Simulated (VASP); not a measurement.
## Li: relaxation of cell and atoms with PBE

The system is Li.

```
Li
1.0
     4.11177    0.00000    0.00000
     0.00000    4.11177    0.00000
     0.00000    0.00000    4.11177
Li
3
Direct
  0.00000 0.50000 0.50000
  0.50000 0.00000 0.50000
  0.50000 0.50000 0.00000
```

The cell was built from a structure type or drawn by symmetry, and may not be a known phase.

```json
{
  "Program": "VASP 6.6.1",
  "Task": "relaxation of cell and atoms",
  "Functional": "PBE",
  "Potentials or basis": "VASP PAW PBE potentials, release 64 (Li_sv)",
  "Cutoff": "600 eV",
  "k mesh": "12 × 12 × 12",
  "Occupations": "gaussian, width 0.1 eV",
  "Spin": "no spin polarisation",
  "Dipole correction": "no",
  "Further INCAR settings": "ALGO = Fast; EDIFF = 1e-07; IBRION = 2; EDIFFG = -0.01; NSW = 100; ISIF = 3"
}
```

```
Pressure after relaxing : 0.0 GPa
Band gap on the k mesh  : zero (an odd number of electrons rules out a gap without spin polarisation)
```

Final structure:
```yaml
crystal:
  lattice:
    - [4.11177, 0.00000, 0.00000]
    - [0.00000, 4.11177, 0.00000]
    - [0.00000, 0.00000, 4.11177]
  atoms:
    - { symbol: Li, position: [0.00000, 0.50000, 0.50000] }
    - { symbol: Li, position: [0.50000, 0.00000, 0.50000] }
    - { symbol: Li, position: [0.50000, 0.50000, 0.00000] }
```

Levels at points of the mesh, in eV from the Fermi level:
```tsv
k point	band 1	band 2	band 3	band 4	band 5	band 6	band 7	band 8
(0.00, 0.00, 0.00)	-46.77	-46.73	-46.73	-3.27	2.56	2.56	2.56	5.22
(0.50, 0.00, 0.00)	-46.76	-46.74	-46.73	-1.59	-1.53	4.09	4.09	5.53
(0.50, 0.50, 0.00)	-46.74	-46.74	-46.74	-0.55	0.08	0.61	0.61	5.97
(0.50, 0.50, 0.50)	-46.74	-46.74	-46.74	-0.19	1.27	1.27	1.27	3.86
```

It took 110 s on 1 thread of Intel Xeon 8259CL, on a shared host, peak memory 0.22 GiB.

Caveat: the cutoff is under 1.25 times the usual one of these potentials, so pressure, stress and relaxed cells hold a basis-set (Pulay) error; the relaxation stopped at its first step, so nothing moved.
